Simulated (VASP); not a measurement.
The system is AlGa2As3.

```
CELL_PARAMETERS angstrom
3.39726 0.00000 0.00000
0.00000 3.39726 0.00000
0.00000 0.00000 10.28567
ATOMIC_POSITIONS crystal
Al 0.50000 0.50000 0.00000
Ga 0.50000 0.50000 0.32482
Ga 0.50000 0.50000 0.67518
As 0.00000 0.00000 0.83907
As 0.00000 0.00000 0.16093
As 0.00000 0.00000 0.50000
```

The cell was generated, and may not be a known phase.

```yaml
Program: VASP 6.6.1
Task: relaxation of cell and atoms
Functional: PBE
Potentials_or_basis: VASP PAW PBE potentials, release 64 (Al, Ga_d, As_d)
Cutoff: 510 eV
k_mesh: 6 × 6 × 2
Occupations: gaussian, width 0.1 eV
Spin: no spin polarisation
```

At the start: pressure -3.5 GPa; volume 19.79 Å³/atom.

Task: Where does the relaxation end?

Result: Over 17 steps the energy falls by 47.4 meV/atom and the volume is 21.09 Å³/atom (+6.6 %); space group P4/mmm (No. 123, to 0.1 Å) before and after.

Step by step:
| step | energy change (eV) | largest force (eV/Å) | pressure (GPa) | volume (Å³) |
| --- | --- | --- | --- | --- |
| 1 | 0.0000 | 0.4736 | -3.47 | 118.71 |
| 2 | -0.1039 | 0.4059 | 0.40 | 111.51 |
| 3 | -0.1041 | 0.4014 | 0.60 | 111.18 |
| 4 | -0.1299 | 0.3634 | 0.60 | 111.32 |
| 5 | -0.1843 | 0.2383 | 0.89 | 111.74 |
| 6 | -0.2225 | 0.2286 | 2.82 | 112.54 |
| 7 | -0.2378 | 0.2356 | 2.33 | 113.71 |
| 8 | -0.2586 | 0.2270 | 1.08 | 117.25 |
| 9 | -0.2594 | 0.2158 | 0.89 | 117.92 |
| 10 | -0.2606 | 0.1752 | 0.55 | 119.28 |
| 11 | -0.2648 | 0.0813 | -0.09 | 122.02 |
| 12 | -0.2730 | 0.2591 | -1.07 | 127.61 |
| 13 | -0.2813 | 0.0418 | -0.61 | 128.55 |
| 14 | -0.2813 | 0.0255 | -0.56 | 128.61 |
| 15 | -0.2839 | 0.0261 | -0.26 | 127.50 |
| 16 | -0.2846 | 0.0401 | 0.02 | 126.51 |
| 17 | -0.2846 | 0.0399 | 0.03 | 126.56 |

Final structure:
```yaml
crystal:
  lattice:
    - [3.34770, 0.00000, 0.00000]
    - [0.00000, 3.34770, 0.00000]
    - [0.00000, 0.00000, 11.29295]
  atoms:
    - { symbol: Al, position: [0.50000, 0.50000, 0.00000] }
    - { symbol: Ga, position: [0.50000, 0.50000, 0.35097] }
    - { symbol: Ga, position: [0.50000, 0.50000, 0.64903] }
    - { symbol: As, position: [0.00000, 0.00000, 0.88334] }
    - { symbol: As, position: [0.00000, 0.00000, 0.11666] }
    - { symbol: As, position: [0.00000, 0.00000, 0.50000] }
```
